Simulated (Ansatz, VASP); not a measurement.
## One calculation of Ir, two programs

Contents of POSCAR:

```
Ir
1.0
    0.0000000000      1.9224763541      1.9224763541
    1.9224763541      0.0000000000      1.9224763541
    1.9224763541      1.9224763541      0.0000000000
Ir
1
Direct
    0.0000000000      0.0000000000      0.0000000000
```

The input INCAR.step1:

```
SYSTEM = Ir
ALGO     = Normal         ! electronic algorithm
EDIFF    = 1E-4           ! SCF threshold, eV
ENCUT    = 600            ! plane-wave cutoff, eV
GGA      = PE             ! functional
ISMEAR   = -1             ! smearing method
LASPH    = .TRUE.         ! aspherical terms in the spheres
LCHARG   = .FALSE.        ! write CHGCAR
LREAL    = .FALSE.        ! projectors in reciprocal space
LWAVE    = .TRUE.         ! write WAVECAR
NELM     = 100            ! most SCF steps
PREC     = Accurate       ! precision mode
SIGMA    = 0.15           ! smearing width, eV
```

Contents of INCAR.step2:

```
SYSTEM = Ir
ALGO     = Normal         ! electronic algorithm
EDIFF    = 1E-7           ! SCF threshold, eV
EDIFFG   = -0.001         ! ionic threshold
ENCUT    = 600            ! plane-wave cutoff, eV
IBRION   = 2              ! ionic algorithm
ISIF     = 3              ! what is computed and relaxed
ISMEAR   = -1             ! smearing method
ISTART   = 1            
LASPH    = .TRUE.         ! aspherical terms in the spheres
LCHARG   = .FALSE.        ! write CHGCAR
LMIXTAU  = .TRUE.       
LREAL    = .FALSE.        ! projectors in reciprocal space
LWAVE    = .FALSE.        ! write WAVECAR
METAGGA  = R2SCAN         ! meta-GGA
NELM     = 100            ! most SCF steps
NSW      = 80             ! ionic steps
PREC     = Accurate       ! precision mode
SIGMA    = 0.15           ! smearing width, eV
```

The input KPOINTS:

```
k-points
0
G
  24 24 24
  0 0 0
```

Input for Ansatz:

```yaml
crystal:
  lattice:
    - [0.0, 1.9224763541, 1.9224763541]
    - [1.9224763541, 0.0, 1.9224763541]
    - [1.9224763541, 1.9224763541, 0.0]
  atoms:
    - { symbol: Ir, position: [0.0, 0.0, 0.0] }
basis:
  ecutwfc: 600.0
kpoints:
  mp_grid: { grid: [24, 24, 24] }
hamiltonian:
  xc: r2scan
  pseudopotentials: { kind: paw, azcp: { folder: soft_1 } }
scf:
  occupations: { method: fermi_dirac, width: 0.15 }
output:
  forces: true
  stress: true
  eigenvalues: true
relax:
  adjacent_minimum: "off"
  f_tol: 0.001
  max_steps: 60
  cell: { stress_tol: 0.01 }
```

Alike in both runs: task relaxation of cell and atoms; functional r2SCAN; k mesh 24 × 24 × 24; occupations fermi-dirac, width 0.15 eV; no spin polarisation.

|  | VASP | Ansatz |
| --- | --- | --- |
| version | VASP 6.6.1 | Ansatz 0.2.0 |
| potentials or method | VASP PAW PBE potentials, release 64 (Ir), cutoff 600 eV | scalar-relativistic, plane waves, PAW |
| valence electrons in the cell | 9 | 17 |

```csv
,VASP,Ansatz,Ansatz less VASP
"gap on the k mesh at the Fermi level, each at its own relaxed structure (eV)",none,none,-
relaxed volume (Å³/atom),14.32,14.23,-0.087
relaxed length of the cell vector where the two differ most in proportion (Å),2.726,2.720,-0.0055
```

VASP's potentials were made for PBE, not for r2SCAN. A gap of «none» marks a metal or a gap that the smearing closes. VASP's potentials hold 9 valence electrons a cell and Ansatz's 17, so a difference there can come from the potentials and not from the codes.

Spin-orbit coupling is off throughout.
